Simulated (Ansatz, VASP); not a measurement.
One calculation of HfC, two programs

```
Hf C
1.0
     0.00000    2.30940    2.30940
     2.30940    0.00000    2.30940
     2.30940    2.30940    0.00000
Hf C
1 1
Direct
  0.50000 0.50000 0.50000
  0.00000 0.00000 0.00000
```

Change from the starting cell: volume scaled by 0.98, crystal datasets.

Alike in both runs: task electric field gradients; functional PBEsol; k mesh 15 × 15 × 15; occupations fermi-dirac, width 0.05 eV; no spin polarisation.

|  | VASP | Ansatz |
| --- | --- | --- |
| version | VASP 6.6.1 | Ansatz 0.2.0 |
| potentials or method | VASP PAW PBE potentials, release 64 (Hf_pv, C), cutoff 520 eV | all-electron PAW with datasets made for the crystal, scalar-relativistic |

```tsv
	VASP	Ansatz	Ansatz less VASP
pressure (GPa)	-2.2	-1.8	+0.40
```

VASP's potentials were made for PBE, not for PBEsol. Ansatz ran all-electron here, and VASP with PAW potentials.

Spin-orbit coupling is off throughout.
